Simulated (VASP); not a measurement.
# Ga4As4N in VASP: single point with PBE+D3(BJ)

Aim: the single point of Ga4As4N with PBE+D3(BJ).

Everything below comes from runs of VASP 6.6.1. Logs are shortened: lines on timing, memory, paths and dates and some standing lists are left out, and cuts for length are marked.

### Step 1. The cell of the first run

The cell holds a slab with vacuum, 18 atoms: a = 8.027 Å, b = 8.027 Å, c = 22.641 Å, α = 90.00°, β = 90.00°, γ = 120.00°.

### Step 2. Single point, PBE+D3(BJ)

Contents of INCAR:

```
SYSTEM = Ga4As4N
ALGO = Normal
DIPOL = 0.5 0.5 0.299
EDIFF = 1E-7
ENCUT = 520
GGA = PE
IDIPOL = 3
ISIF = 2
ISMEAR = 0
IVDW = 12
LASPH = .TRUE.
LCHARG = .FALSE.
LDIPOL = .TRUE.
LREAL = Auto
LWAVE = .FALSE.
NBANDS = 92
NELM = 80
PREC = Accurate
SIGMA = 0.05
```

Contents of KPOINTS:

```
k-points
0
G
  6 6 1
  0 0 0
```

Contents of POSCAR:

```
Ga4As4N
1.0
    8.0267120225      0.0000000000      0.0000000000
   -4.0133560112      6.9513365203      0.0000000000
    0.0000000000      0.0000000000     22.6407100769
As Ga N
8 8 2
Direct
    0.0000000000      0.0000000000      0.1766729041
    0.0000000000      0.5000000000      0.1766729041
    0.5000000000      0.0000000000      0.1766729041
    0.5000000000      0.5000000000      0.1766729041
    0.1666666667      0.3333333333      0.3302634061
    0.1666666667      0.8333333333      0.3302634061
    0.6666666667      0.3333333333      0.3302634061
    0.6666666667      0.8333333333      0.3302634061
    0.1666666667      0.3333333333      0.2128565248
    0.1666666667      0.8333333333      0.2128565248
    0.6666666667      0.3333333333      0.2128565248
    0.6666666667      0.8333333333      0.2128565248
    0.3333333333      0.1666666667      0.3595607227
    0.3333333333      0.6666666667      0.3595607227
    0.8333333333      0.1666666667      0.3595607227
    0.8333333333      0.6666666667      0.3595607227
    0.3333333333      0.1666666667      0.5097326911
    0.3333333333      0.1666666667      0.5583177398
```

Potentials or basis: VASP PAW PBE potentials, release 64 (As, Ga_d, N).

Command:

```
> cat potpaw_PBE.64/As/POTCAR potpaw_PBE.64/Ga_d/POTCAR potpaw_PBE.64/N/POTCAR > POTCAR
> mpirun -np 1 vasp_std > vasp.out
```

OUTCAR:

```text
SYSTEM = Ga4As4N
   EDIFF = 1E-7
   ENCUT = 520
   GGA = PE
   ISIF = 2
   ISMEAR = 0
   IVDW = 12
   LASPH = .TRUE.
   LREAL = Auto
   NELM = 80
   PREC = Accurate
 IVDW          = 12

 ion  position               nearest neighbor table
   1  0.000  0.000  0.177-   9 2.46  12 2.46  10 2.46
   2  0.000  0.500  0.177-  10 2.46  11 2.46   9 2.46
   3  0.500  0.000  0.177-  11 2.46  10 2.46  12 2.46
   4  0.500  0.500  0.177-  12 2.46   9 2.46  11 2.46
   5  0.167  0.333  0.330-  13 2.41  14 2.41  15 2.41   9 2.66
   6  0.167  0.833  0.330-  14 2.41  13 2.41  16 2.41  10 2.66
   7  0.667  0.333  0.330-  15 2.41  16 2.41  13 2.41  11 2.66
   8  0.667  0.833  0.330-  16 2.41  15 2.41  14 2.41  12 2.66
   9  0.167  0.333  0.213-   1 2.46   4 2.46   2 2.46   5 2.66
  10  0.167  0.833  0.213-   2 2.46   3 2.46   1 2.46   6 2.66
  11  0.667  0.333  0.213-   3 2.46   2 2.46   4 2.46   7 2.66
  12  0.667  0.833  0.213-   4 2.46   1 2.46   3 2.46   8 2.66
  13  0.333  0.167  0.360-   5 2.41   6 2.41   7 2.41
  14  0.333  0.667  0.360-   6 2.41   5 2.41   8 2.41
  15  0.833  0.167  0.360-   7 2.41   8 2.41   5 2.41
  16  0.833  0.667  0.360-   8 2.41   7 2.41   6 2.41
  17  0.333  0.167  0.510-  18 1.10
  18  0.333  0.167  0.558-  17 1.10

  LATTYP: Found a hexagonal cell.
 ALAT       =     8.0267120225
 C/A-ratio  =     2.8206705328

  Lattice vectors:

 A1 = (   8.0267120225,   0.0000000000,   0.0000000000)
 A2 = (  -4.0133560112,   6.9513365203,   0.0000000000)
 A3 = (   0.0000000000,   0.0000000000,  22.6407100769)

Analysis of symmetry for initial positions (statically):
=====================================================================
 Subroutine PRICEL returns:
 Original cell was already a primitive cell.

 Routine SETGRP: Setting up the symmetry group for a
 hexagonal supercell.

 Subroutine GETGRP returns: Found  6 space group operations
 (whereof  2 operations were pure point group operations)
 out of a pool of 24 trial point group operations.

The static configuration has the point symmetry C_1h.
 The point group associated with its full space group is C_3v.

Analysis of symmetry for dynamics (positions and initial velocities):
=====================================================================
 Subroutine PRICEL returns:
 Original cell was already a primitive cell.

 Routine SETGRP: Setting up the symmetry group for a
 hexagonal supercell.

 Subroutine GETGRP returns: Found  6 space group operations
 (whereof  2 operations were pure point group operations)
 out of a pool of 24 trial point group operations.

The dynamic configuration has the point symmetry C_1h.
 The point group associated with its full space group is C_3v.

 Subroutine INISYM returns: Found  6 space group operations
 (whereof  2 operations are pure point group operations),
 and found     1 'primitive' translations

----------------------------------------------------------------------------------------

                                     Primitive cell

  volume of cell :    1263.2696

  direct lattice vectors                    reciprocal lattice vectors
     8.026712022  0.000000000  0.000000000     0.124584014  0.071928614  0.000000000
    -4.013356011  6.951336520  0.000000000     0.000000000  0.143857228  0.000000000
     0.000000000  0.000000000 22.640710077     0.000000000  0.000000000  0.044168226

  length of vectors
     8.026712022  8.026712022 22.640710077     0.143857228  0.143857228  0.044168226

  position of ions in fractional coordinates (direct lattice)
     0.000000000  0.000000000  0.176672904
     1.000000000  0.500000000  0.176672904
     0.500000000  0.000000000  0.176672904
     0.500000000  0.500000000  0.176672904
     0.166666667  0.333333333  0.330263406
     0.166666667  0.833333333  0.330263406
[... 10 lines left out ...]
     0.333333333  0.166666667  0.509732691
     0.333333333  0.166666667  0.558317740

  ion indices of the primitive-cell ions
   primitive index   ion index
                 1           1
                 2           2
                 3           3
                 4           4
                 5           5
                 6           6
[... 10 lines left out ...]
                17          17
                18          18

----------------------------------------------------------------------------------------

 KPOINTS: k-points

Automatic generation of k-mesh.
 Grid dimensions read from file:
 generate k-points for:    6    6    1

 Generating k-lattice:

  Cartesian coordinates                     Fractional coordinates (reciprocal lattice)
     0.020764002  0.011988102  0.000000000     0.166666667 -0.000000000  0.000000000
     0.000000000  0.023976205  0.000000000     0.000000000  0.166666667  0.000000000
     0.000000000  0.000000000  0.044168226     0.000000000  0.000000000  1.000000000

  Length of vectors
     0.023976205  0.023976205  0.044168226

  Shift w.r.t. Gamma in fractional coordinates (k-lattice)
     0.000000000  0.000000000  0.000000000

 Subroutine IBZKPT returns following result:
 ===========================================

 Found      7 irreducible k-points:

 Following reciprocal coordinates:
            Coordinates               Weight
  0.000000  0.000000  0.000000      1.000000
  0.166667  0.000000  0.000000      6.000000
  0.333333  0.000000  0.000000      6.000000
  0.500000  0.000000  0.000000      3.000000
  0.166667  0.166667  0.000000      6.000000
  0.333333  0.166667  0.000000     12.000000
  0.333333  0.333333  0.000000      2.000000
   k-points           NKPTS =      7   k-points in BZ     NKDIM =      7   number of bands    NBANDS=     92
   number of dos      NEDOS =    301   number of ions     NIONS =     18
   total plane-waves  NPLWV = 604800
   dimension x,y,z NGX =    60 NGY =   60 NGZ =  168
   dimension x,y,z NGXF=   120 NGYF=  120 NGZF=  336
   ions per type =               8   8   2
   NGX,Y,Z   is equivalent  to a cutoff of  12.43, 12.43, 12.34 a.u.
   NGXF,Y,Z  is equivalent  to a cutoff of  24.85, 24.85, 24.67 a.u.
 SYSTEM =  Ga4As4N
   PREC   = accura    normal or accurate (medium, high low for compatibility)
   ISTART =      0    job   : 0-new  1-cont  2-samecut
   ICHARG =      2    charge: 1-file 2-atom 10-const
   ISPIN  =      1    spin polarized calculation?
   LNONCOLLINEAR =      F non collinear calculations
   LSORBIT =      F    spin-orbit coupling
   LASPH  =      T    aspherical Exc in radial PAW
   ENCUT  =  520.0 eV  38.22 Ry    6.18 a.u.  14.92 14.92 42.10*2*pi/ulx,y,z
   NELM   =     80;   NELMIN=  2; NELMDL= -5     # of ELM steps
   EDIFF  = 0.1E-06   stopping-criterion for ELM
   LREAL  =      T    real-space projection
   EDIFFG = 0.1E-05   stopping-criterion for IOM
   NSW    =      0    number of steps for IOM
   IBRION =     -1    ionic relax: 0-MD 1-quasi-New 2-CG
   NFREE  =      0    steps in history (QN), initial steepest desc. (CG)
   ISIF   =      2    stress and relaxation
   ISYM   =      2    0-nonsym 1-usesym 2-fastsym
   POTIM  = 0.5000    time-step for ionic-motion
   TEBEG  =    0.0;   TEEND  =   0.0 temperature during run
   PSTRESS=    0.0 pullay stress
   NELECT =     154.0000    total number of electrons
   NUPDOWN=      -1.0000    fix difference up-down
   EMIN   =  10.00;   EMAX   =-10.00  energy-range for DOS
   EFERMI =   0.00;   METHOD = LEGACY
   ISMEAR =     0;   SIGMA  =   0.05  broadening in eV -4-tet -1-fermi 0-gaus
   EFERMI_NEDOS =   21; number of points for ismear=-14 and -15
   IALGO  =     38    algorithm
   IMIX   =      4    mixing-type and parameters
     AMIX     =   0.40;   BMIX     =  1.00
     AMIX_MAG =   1.60;   BMIX_MAG =  1.00
  volume/ion in A,a.u.               =      70.18       473.61
  Fermi-wavevector in a.u.,A,eV,Ry     =   0.811739  1.533964  8.965153  0.658920
  Thomas-Fermi vector in A             =   1.921154
   LORBIT       =      0    0 simple, 1 ext, 2 COOP (PROOUT), +10 PAW based schemes
   GGA     = PE    functional components
   LHFCALC =     F    Hartree Fock is set to
   AEXX    =    0.0000 exact exchange contribution
   IVDW    =    12    specifies the selected vdW correction
   LEPSILON=     F    determine dielectric tensor
   LRPA    =     F    only Hartree local field effects (RPA)
 non-spin polarized calculation
 Gauss-broadening in eV      SIGMA  =   0.05
  energy-cutoff  :      520.00
  volume of cell :     1263.27
 maximum number of plane-waves:     34071
 NGX is ok and might be reduce to    60
   NGX = 29   NGY = 29   NGZ = 85

 number of electron     153.9999889 magnetization

 dipolmoment           0.000000      0.000000     -0.669070 electrons x Angstroem

 Free energy of the ion-electron system (eV)
  ---------------------------------------------------
  ext. energy  EPLUGINS =         0.00000000
  ---------------------------------------------------
  free energy    TOTEN  =       -77.16759901 eV

  energy without entropy =      -77.16464533  energy(sigma->0) =      -77.16612217

 E-fermi :  -1.5773     XC(G=0):  -3.6835

 val. band max:       -1.5972891119   @ k =   0.0000   0.0000   0.0000
 cond. band min:      -1.5510220992   @ k =   0.0000   0.0000   0.0000
 fundamental gap:      0.0462670127
 Fermi energy:        -1.5773418752

 k-point     1 :       0.0000    0.0000    0.0000
  band No.  band energies     occupation
      1     -26.9844      2.00000
      2     -17.5442      2.00000
      3     -17.5380      2.00000
      4     -17.5380      2.00000
      5     -17.5250      2.00000
      6     -17.4716      2.00000
[... 81 lines left out ...]
     88       0.3216      0.00000
     89       0.4916      0.00000

 k-point     2 :       0.1667    0.0000    0.0000
  band No.  band energies     occupation
      1     -26.9843      2.00000
      2     -17.5428      2.00000
      3     -17.5366      2.00000
      4     -17.5366      2.00000
      5     -17.5235      2.00000
      6     -17.4719      2.00000
[... 81 lines left out ...]
     88       0.7163      0.00000
     89       0.7513      0.00000

 k-point     3 :       0.3333    0.0000    0.0000
  band No.  band energies     occupation
      1     -26.9844      2.00000
      2     -17.5400      2.00000
      3     -17.5338      2.00000
      4     -17.5337      2.00000
      5     -17.5204      2.00000
      6     -17.4725      2.00000
[... 81 lines left out ...]
     88       1.0590      0.00000
     89       1.1898      0.00000

 k-point     4 :       0.5000    0.0000    0.0000
  band No.  band energies     occupation
      1     -26.9844      2.00000
      2     -17.5385      2.00000
      3     -17.5323      2.00000
      4     -17.5321      2.00000
      5     -17.5187      2.00000
      6     -17.4727      2.00000
[... 81 lines left out ...]
     88       1.2223      0.00000
     89       1.2521      0.00000

 k-point     5 :       0.1667    0.1667    0.0000
  band No.  band energies     occupation
      1     -26.9844      2.00000
      2     -17.5407      2.00000
      3     -17.5345      2.00000
      4     -17.5344      2.00000
      5     -17.5212      2.00000
      6     -17.4723      2.00000
[... 81 lines left out ...]
     88       1.1760      0.00000
     89       1.1844      0.00000

 k-point     6 :       0.3333    0.1667    0.0000
  band No.  band energies     occupation
      1     -26.9844      2.00000
      2     -17.5384      2.00000
      3     -17.5324      2.00000
      4     -17.5321      2.00000
      5     -17.5187      2.00000
      6     -17.4725      2.00000
[... 81 lines left out ...]
     88       1.4517      0.00000
     89       1.5332      0.00000

 k-point     7 :       0.3333    0.3333    0.0000
  band No.  band energies     occupation
      1     -26.9844      2.00000
      2     -17.5375      2.00000
      3     -17.5318      2.00000
      4     -17.5314      2.00000
      5     -17.5178      2.00000
      6     -17.4722      2.00000
[... 81 lines left out ...]
     88       1.6337      0.00000
     89       1.6388      0.00000
 [bands above 89 left out]

------------------------ aborting loop because EDIFF is reached ----------------------------------------

 vacuum level on the upper side and lower side of the slab       (xc-potential included)        -1.093         1.040

 Edisp (eV)   -3.44031

 E8    (eV) :    -1.5900

  FORCE on cell =-STRESS in cart. coord.  units (eV):
  Direction    XX          YY          ZZ          XY          YZ          ZX
  --------------------------------------------------------------------------------------
  -------------------------------------------------------------------------------------
  Total       0.24959     0.24959     0.83388     0.00000    -0.00000     0.00000
  in kB       0.31655     0.31655     1.05759     0.00000    -0.00000     0.00000
  external pressure =        0.56 kB  Pullay stress =        0.00 kB

 VOLUME and BASIS-vectors are now :
 -----------------------------------------------------------------------------
  energy-cutoff  :      520.00
  volume of cell :     1263.27
      direct lattice vectors                 reciprocal lattice vectors
     8.026712022  0.000000000  0.000000000     0.124584014  0.071928614  0.000000000
    -4.013356011  6.951336520  0.000000000     0.000000000  0.143857228  0.000000000
     0.000000000  0.000000000 22.640710077     0.000000000  0.000000000  0.044168226

 POSITION                                       TOTAL-FORCE (eV/Angst)
 -----------------------------------------------------------------------------------
      0.00000      0.00000      4.00000         0.000873      0.000504      0.467290
     -2.00668      3.47567      4.00000        -0.000000      0.000000      0.465944
      4.01336      0.00000      4.00000        -0.000873      0.000504      0.467290
      2.00668      3.47567      4.00000        -0.000000     -0.001009      0.467290
      0.00000      2.31711      7.47740        -0.011669      0.006737      0.006002
     -2.00668      5.79278      7.47740        -0.000000     -0.013474      0.006002
[... 10 lines left out ...]
      2.00668      1.15856     11.54071        -0.000000      0.000000     -2.094212
      2.00668      1.15856     12.64071        -0.000000      0.000000      2.100106
 -----------------------------------------------------------------------------------
    total drift:                               -0.000014      0.000005     -0.047878

  FREE ENERGIE OF THE ION-ELECTRON SYSTEM (eV)
  ---------------------------------------------------
  free  energy   TOTEN  =       -80.6079130467 eV

  energy  without entropy=      -80.6049593685  energy(sigma->0) =      -80.60643621

 vacuum level on the upper side and lower side of the slab         1.520         3.696
```

Wall time 34 min (1 thread of Oxide Virtual Turin-like, shared host); peak memory 1.3 GiB.

Results:

* Free energy: -80.6079 eV
* Largest force: 2.100 eV/Å
* Band gap on the k mesh: 0.05 eV
* Dispersion energy per atom: -0.191 eV

Forces on the atoms (eV/Å):
```
As   0.001  0.001  0.467
As   0.000  0.000  0.466
As  -0.001  0.001  0.467
As   0.000 -0.001  0.467
As  -0.012  0.007  0.006
As   0.000 -0.013  0.006
As   0.012  0.007  0.006
As   0.000  0.000 -0.007
Ga  -0.007  0.004 -0.481
Ga   0.000 -0.008 -0.481
Ga   0.007  0.004 -0.481
Ga   0.000  0.000 -0.483
Ga   0.000  0.000 -0.043
Ga  -0.003 -0.002  0.028
Ga   0.000  0.003  0.028
Ga   0.003 -0.002  0.028
N    0.000  0.000 -2.094
N    0.000  0.000  2.100
```

Caveat: the standard files for N, O and F lose accuracy on very short bonds.
